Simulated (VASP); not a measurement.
# Al30Si (a cell with a defect) in VASP: a series of runs, part 2 of 2

VASP 6.6.1. Earlier steps stand in the parts before.

## (3) Single point, PBE+D3(BJ)

The input, INCAR:

```
ALGO = Normal
EDIFF = 1E-6
ENCUT = 520
GGA = PE
ISIF = 2
ISMEAR = 0
IVDW = 12
LASPH = T
LCHARG = F
LREAL = Auto
LWAVE = F
NBANDS = 68
NELM = 100
PREC = Accurate
SIGMA = 0.1
```

The input, KPOINTS:

```
k-points
0
Gamma
  3 3 3
```

The input, POSCAR:

```
Al30Si
1.0
    8.1000000000      0.0000000000      0.0000000000
    0.0000000000      8.1000000000      0.0000000000
    0.0000000000      0.0000000000      8.1000000000
Si Al
1 30
Direct
    0.5898176543     -0.0003987654     -0.0745128395
    0.7569406173      0.2607793827      0.0027228395
    0.7434911111     -0.0009212346      0.2427227160
   -0.0053128395     -0.0008466667     -0.0049619753
    0.2543575309      0.2447600000      0.0013456790
    0.4990738272      0.4992527160     -0.0004986420
    0.7564548148      0.7383672840      0.0024770370
    0.2516255556     -0.0011070370      0.2475372840
    0.4974824691      0.2459027160      0.2445604938
    0.7502596296      0.4992156790      0.2565845679
    0.5028867901     -0.0008914815      0.5011612346
    0.7508134568      0.2461296296      0.5023549383
    0.0084023457      0.4992722222      0.0014069136
    0.2543249383      0.7534235802      0.0014564198
   -0.0007806173      0.2491372840      0.2509677778
    0.2492313580      0.4989243210      0.2509611111
    0.4974027160      0.7521513580      0.2447706173
   -0.0025316049     -0.0010709877      0.5023823457
    0.2490479012      0.2502296296      0.5007919753
    0.4975737037      0.4992037037      0.4951323457
    0.7508225926      0.7521255556      0.5024749383
    0.2550480247     -0.0008985185      0.7555838272
    0.4987296296      0.2531220988      0.7457901235
    0.7499667901      0.4992797531      0.7483365432
   -0.0009003704      0.7489197531      0.2509737037
   -0.0012266667      0.4989837037      0.5007287654
    0.2489911111      0.7476862963      0.5008406173
   -0.0032528395      0.2476979012      0.7479069136
    0.2462974074      0.4991700000      0.7485374074
    0.4989053086      0.7459129630      0.7461943210
   -0.0031991358      0.7505529630      0.7478990123
```

Potentials or basis: VASP PAW PBE potentials, release 64 (Si, Al).

Run with:

```bash
cat potpaw_PBE.64/Si/POTCAR potpaw_PBE.64/Al/POTCAR > POTCAR
mpirun -np 1 vasp_std > vasp.out
```

OUTCAR:

```text
EDIFF = 1E-6
   ENCUT = 520
   GGA = PE
   ISIF = 2
   ISMEAR = 0
   IVDW = 12
   LASPH = T
   LREAL = Auto
   NELM = 100
   PREC = Accurate
 IVDW          = 12

 ion  position               nearest neighbor table
   1  0.590  1.000  0.925-   7 2.59   2 2.59  30 2.62  23 2.62   3 2.86  22 3.04
   2  0.757  0.261  0.003-   1 2.59  13 2.81  15 2.81  10 2.82  24 2.83  28 2.84   6 2.85   4 2.86
                             9 2.88   3 2.88  23 2.95
   3  0.743  0.999  0.243-   9 2.82  17 2.82   1 2.86   4 2.86  11 2.86   7 2.87   2 2.88  25 2.90
                            15 2.90  12 2.90  21 2.90  18 2.94
   4  0.995  0.999  0.995-  28 2.84  31 2.84   3 2.86   7 2.86   2 2.86  22 2.87   5 2.90  14 2.90
                            15 2.90  25 2.90   8 2.92
   5  0.254  0.245  0.001-   9 2.79  22 2.81   8 2.82   6 2.86  23 2.86  13 2.87  16 2.89  15 2.89
                             4 2.90  29 2.91  28 2.93
   6  0.499  0.499  1.000-   2 2.85   7 2.85  17 2.85   9 2.86  14 2.86   5 2.86  23 2.86  30 2.86
                            16 2.87  24 2.88  29 2.89  10 2.91
   7  0.756  0.738  0.002-   1 2.59  13 2.81  25 2.81  24 2.83  10 2.83  31 2.84   6 2.85   4 2.86
                             3 2.87  17 2.88  30 2.94
   8  0.252  0.999  0.248-  14 2.82   5 2.82  17 2.82   9 2.82  25 2.88  15 2.88  27 2.89  19 2.89
[... 292 lines left out ...]
      6      -1.1335      2.00000
[... 857 lines left out ...]
     58       9.3955      0.00000
     59       9.4504      0.00000
 [bands above 59 left out]

------------------------ aborting loop because EDIFF is reached ----------------------------------------

 Edisp (eV)  -10.06292

 E8    (eV) :    -4.4874

  FORCE on cell =-STRESS in cart. coord.  units (eV):
  Direction    XX          YY          ZZ          XY          YZ          ZX
  --------------------------------------------------------------------------------------
  -------------------------------------------------------------------------------------
  Total     -14.23013   -14.65168   -14.53738    -0.00359    -0.00630     1.09868
  in kB     -42.90070   -44.17157   -43.82699    -0.01083    -0.01900     3.31226
  external pressure =      -43.63 kB  Pullay stress =        0.00 kB

 VOLUME and BASIS-vectors are now :
 -----------------------------------------------------------------------------
  energy-cutoff  :      520.00
  volume of cell :      531.44
      direct lattice vectors                 reciprocal lattice vectors
     8.100000000  0.000000000  0.000000000     0.123456790  0.000000000  0.000000000
     0.000000000  8.100000000  0.000000000     0.000000000  0.123456790  0.000000000
     0.000000000  0.000000000  8.100000000     0.000000000  0.000000000  0.123456790

 POSITION                                       TOTAL-FORCE (eV/Angst)
 -----------------------------------------------------------------------------------
      4.77752      8.09677      7.49645        -0.434507      0.011450      0.398843
      6.13122      2.11231      0.02205        -0.000410     -0.035549     -0.062426
      6.02228      8.09254      1.96605         0.006789      0.005475     -0.014283
      8.05697      8.09314      8.05981         0.028498      0.003179     -0.004853
      2.06030      1.98256      0.01090         0.018412     -0.012492     -0.007169
      4.04250      4.04395      8.09596         0.004608     -0.004370     -0.007088
[... 23 lines left out ...]
      4.04113      6.04190      6.04417         0.042401     -0.007517     -0.018416
      8.07409      6.07948      6.05798         0.028019     -0.001815     -0.010585
 -----------------------------------------------------------------------------------
    total drift:                               -0.033083     -0.017948      0.008206

  FREE ENERGIE OF THE ION-ELECTRON SYSTEM (eV)
  ---------------------------------------------------
  free  energy   TOTEN  =      -126.9262974110 eV

  energy  without entropy=     -126.8624861149  energy(sigma->0) =     -126.89439176
```

OSZICAR:

```text
N       E                     dE             d eps       ncg     rms          rms(c)
DAV:   1     0.129545282342E+03    0.12955E+03   -0.32760E+04  1904   0.111E+03
DAV:   2    -0.103690328471E+03   -0.23324E+03   -0.21804E+03  2252   0.144E+02
DAV:   3    -0.117430633679E+03   -0.13740E+02   -0.13072E+02  2352   0.283E+01
DAV:   4    -0.117751887355E+03   -0.32125E+00   -0.31765E+00  2352   0.463E+00
DAV:   5    -0.117758290779E+03   -0.64034E-02   -0.63893E-02  2316   0.757E-01    0.744E+00
DAV:   6    -0.117153684158E+03    0.60461E+00   -0.70794E-01  2276   0.221E+00    0.445E+00
DAV:   7    -0.116907867594E+03    0.24582E+00   -0.23862E-01  2180   0.143E+00    0.140E+00
DAV:   8    -0.116866406254E+03    0.41461E-01   -0.48881E-02  2300   0.599E-01    0.470E-01
DAV:   9    -0.116863826854E+03    0.25794E-02   -0.41762E-03  2284   0.184E-01    0.302E-01
DAV:  10    -0.116863427242E+03    0.39961E-03   -0.11068E-03  2212   0.851E-02    0.955E-02
DAV:  11    -0.116863385225E+03    0.42017E-04   -0.13316E-04  2228   0.326E-02    0.319E-02
DAV:  12    -0.116863378866E+03    0.63591E-05   -0.26000E-05  2300   0.127E-02    0.112E-02
DAV:  13    -0.116863377995E+03    0.87125E-06   -0.26942E-06  1688   0.483E-03
   1 F= -.12692630E+03 E0= -.12689439E+03  d E =-.638113E-01
```

stdout:

```text
POSCAR found type information on POSCAR SiAl
 POSCAR found :  2 types and      31 ions
 scaLAPACK will be used
 LDA part: xc-table for (Slater+PW92), standard interpolation
 POSCAR, INCAR and KPOINTS ok, starting setup
 FFT: planning ... GRIDC
 FFT: planning ... GRID_SOFT
 FFT: planning ... GRID
 WAVECAR not read
 entering main loop
```

It took 7.9 min on 1 thread of Intel Xeon Platinum 8559C (Emerald Rapids), shared host; peak memory 0.64 GiB.

Results:

```yaml
Free_energy: -126.9263 eV
Pressure: -4.4 GPa
Largest_force: 0.590 eV/Å
Band_gap_on_the_k_mesh: zero (bands 47 and 48 overlap by 0.44 eV)
Dispersion_energy_per_atom: -0.325 eV
```

Forces on the atoms (eV/Å):
```
Si  -0.435  0.011  0.399
Al   0.000 -0.036 -0.062
Al   0.007  0.005 -0.014
Al   0.028  0.003 -0.005
Al   0.018 -0.012 -0.007
Al   0.005 -0.004 -0.007
Al   0.013  0.015 -0.053
Al   0.001  0.004 -0.001
Al   0.015 -0.011 -0.012
Al   0.008 -0.001 -0.029
Al   0.000  0.001 -0.028
Al   0.012 -0.001 -0.022
Al   0.012  0.003 -0.003
Al   0.015  0.016 -0.009
Al  -0.003 -0.004 -0.005
Al  -0.002 -0.001  0.004
Al   0.013  0.014 -0.013
Al   0.018  0.005 -0.008
Al   0.000 -0.002  0.005
Al   0.022  0.001 -0.012
Al   0.013  0.005 -0.024
Al   0.033  0.005 -0.010
Al   0.051 -0.006 -0.006
Al   0.029 -0.002 -0.035
Al  -0.004 -0.003 -0.007
Al   0.002 -0.002 -0.004
Al   0.006  0.006  0.005
Al   0.031  0.002 -0.010
Al   0.020  0.001  0.003
Al   0.042 -0.008 -0.018
Al   0.028 -0.002 -0.011
```

Levels at points of the mesh, in eV from the Fermi level:
```csv
k point,band 45,band 46,band 47,band 48,band 49,band 50
"(0.00, 0.00, 0.00)",-0.30,0.04,0.37,0.48,0.57,0.59
```

## (4) Single point, PBE+D3(BJ)

The input, INCAR:

```
SYSTEM = Al30Si
PREC = Accurate
ENCUT = 520
EDIFF = 1E-7
ISMEAR = 0
SIGMA = 0.1
LREAL = Auto
LASPH = .True.
NELM = 60
ALGO = Normal
ISIF = 2
LWAVE = .False.
LCHARG = .True.
GGA = PE
IVDW = 12
LELF = .True.
LVHAR = .True.
NBANDS = 68
```

The input, KPOINTS:

```
regular mesh
0
Gamma
  3 3 3
  0 0 0
```

The input, POSCAR:

```
Al30Si
1.0
    8.1000000000      0.0000000000      0.0000000000
    0.0000000000      8.1000000000      0.0000000000
    0.0000000000      0.0000000000      8.1000000000
Si Al
1 30
Direct
    0.6356216049     -0.0005171605     -0.1146170370
    0.7552030864      0.2650217284      0.0049793827
    0.7405522222     -0.0006102469      0.2388841975
   -0.0108925926     -0.0006101235     -0.0096772840
    0.2528649383      0.2452280247      0.0016043210
    0.4976475309      0.4993979012      0.0002103704
    0.7552822222      0.7336369136      0.0050576543
    0.2521393827     -0.0006325926      0.2472701235
    0.4969250617      0.2482023457      0.2463176543
    0.7514137037      0.4993492593      0.2584896296
    0.5057855556     -0.0006196296      0.5044875309
    0.7518334568      0.2452262963      0.5026404938
    0.0087139506      0.4993465432      0.0011865432
    0.2528746914      0.7535338272      0.0016139506
   -0.0003916049      0.2483598765      0.2493817284
    0.2491782716      0.4993713580      0.2508446914
    0.4969393827      0.7505625926      0.2463388889
   -0.0024943210     -0.0006348148      0.5019111111
    0.2504640741      0.2504695062      0.5002344444
    0.4983748148      0.4993465432      0.4958693827
    0.7518460494      0.7535370370      0.5026501235
    0.2547218519     -0.0006207407      0.7555607407
    0.4976024691      0.2543534568      0.7473750617
    0.7504407407      0.4993971605      0.7474212346
   -0.0003686420      0.7503597531      0.2494037037
    0.0010745679      0.4993702469      0.4989487654
    0.2504516049      0.7482537037      0.5002216049
   -0.0034517284      0.2482020988      0.7466961728
    0.2460930864      0.4993460494      0.7481418519
    0.4975429630      0.7443622222      0.7473145679
   -0.0034312346      0.7505604938      0.7467100000
```

Run with:

```bash
cat potpaw_PBE.64/Si/POTCAR potpaw_PBE.64/Al/POTCAR > POTCAR
mpirun -np 1 vasp_std > vasp.out
```

It took 11 min on 1 thread of Intel Xeon Platinum 8559C (Emerald Rapids), shared host; peak memory 0.65 GiB.

It converged, with:

```yaml
Free_energy: -126.7552 eV
Pressure: -4.2 GPa
Largest_force: 0.025 eV/Å
Band_gap_on_the_k_mesh: zero (bands 47 and 48 overlap by 0.47 eV)
Dispersion_energy_per_atom: -0.325 eV
```

Forces on the atoms (eV/Å):
```
Si   0.016 -0.011  0.016
Al  -0.004  0.006 -0.004
Al  -0.006  0.001 -0.007
Al  -0.007  0.001 -0.005
Al   0.001  0.001  0.000
Al  -0.008 -0.001  0.000
Al  -0.008  0.006 -0.006
Al   0.006 -0.001 -0.001
Al  -0.004  0.003  0.003
Al   0.002  0.000  0.008
Al  -0.002  0.000 -0.001
Al   0.002  0.001 -0.001
Al   0.009  0.000  0.000
Al   0.002  0.000  0.001
Al  -0.001 -0.007  0.000
Al  -0.008 -0.004  0.004
Al  -0.004 -0.003  0.003
Al  -0.002 -0.002  0.006
Al   0.004  0.008  0.003
Al   0.002  0.002  0.002
Al   0.002  0.000  0.000
Al  -0.002  0.000  0.000
Al  -0.001  0.000  0.000
Al   0.001  0.000 -0.008
Al  -0.002  0.005 -0.004
Al   0.004 -0.003 -0.008
Al   0.002 -0.010  0.002
Al   0.003  0.003 -0.004
Al   0.001  0.001  0.000
Al   0.003  0.005  0.002
Al   0.002 -0.003 -0.003
```

Stress tensor (GPa, compression positive):
```
-4.15  0.00  0.18
 0.00 -4.32  0.00
 0.18  0.00 -4.15
```

Levels at points of the mesh, in eV from the Fermi level:
| k point | band 43 | band 44 | band 45 | band 46 | band 47 | band 48 | band 49 | band 50 | band 51 | band 52 |
| --- | --- | --- | --- | --- | --- | --- | --- | --- | --- | --- |
| (0.00, 0.00, 0.00) | -0.45 | -0.31 | -0.18 | -0.15 | 0.40 | 0.51 | 0.60 | 0.63 | 0.66 | 0.99 |

## (5) Overview

```csv
cell,gap on the mesh (eV),pressure (GPa),largest force (eV/Å)
"as given, atomic positions A",none,-4.7,0.02
"as given, atomic positions B",none,-4.4,0.59
"as given, atomic positions C",none,-4.2,0.03
```

Alike in all rows: task single point; level PBE+D3(BJ); potentials or basis VASP PAW PBE potentials, release 64 (Si, Al); no spin polarisation; k mesh 3 × 3 × 3; cutoff (eV) 520; smearing gaussian 0.1 eV.

Total energies depend on the potentials used, so only differences within one code and one set of settings carry meaning.
